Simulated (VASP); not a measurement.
A run of VASP 6.6.1 is set up as follows.

INCAR

```
PREC = Accurate
ENCUT = 520
EDIFF = 1E-6
ISMEAR = 0
SIGMA = 0.05
LREAL = Auto
LASPH = True
NELM = 80
ALGO = Normal
ISIF = 2
LWAVE = False
LCHARG = True
GGA = PE
LELF = True
LVHAR = True
NBANDS = 40
```

Contents of KPOINTS:

```
Automatic mesh
0
Gamma
  1 1 5
```

The input POSCAR:

```
Si2H7C2
1.0
   13.2000000000      0.0000000000      0.0000000000
    0.0000000000     14.8000000000      0.0000000000
    0.0000000000      0.0000000000      7.5859238507
Si C H
4 4 14
Direct
    0.5820129930      0.5000000000      0.0000000000
    0.4465569779      0.5000000000      0.3333333333
    0.5142849855      0.6046263663      0.6666666667
    0.5142849855      0.3953736337      0.6666666667
    0.5142849855      0.3953736337      0.4166666667
    0.5142849855      0.6046263663      0.4166666667
    0.4465569779      0.5000000000      0.0833333333
    0.5820129930      0.5000000000      0.7500000000
    0.6352245639      0.5822013450      0.0654721398
    0.6352245639      0.4177986550      0.0654721398
    0.4753584000      0.3352397638      0.3687709403
    0.5921381563      0.3953736337      0.3687709403
    0.3401338361      0.5000000000      0.3988054731
    0.4753584000      0.6647602362      0.3687709403
    0.5921381563      0.6046263663      0.3687709403
    0.4078618437      0.6046263663      0.7321388064
    0.5674965564      0.6868277113      0.7321388064
    0.4076303925      0.4398661302      0.0354376069
    0.4076303925      0.5601338698      0.0354376069
    0.4078618437      0.3953736337      0.7321388064
    0.5674965564      0.3131722887      0.7321388064
    0.6598661639      0.5000000000      0.7021042736
```

Potentials or basis: VASP PAW PBE potentials, release 64 (Si, C, H).

Run with:

```sh
$ cat potpaw_PBE.64/Si/POTCAR potpaw_PBE.64/C/POTCAR potpaw_PBE.64/H/POTCAR > POTCAR
$ mpirun -np 1 vasp_std > vasp.out
```

(1) Predict the largest force.

(2) What does it give for the band gap on the k mesh?

## Answers

(1) 1.032 eV/Å.

(2) 5.53 eV (least direct gap 5.55 eV).
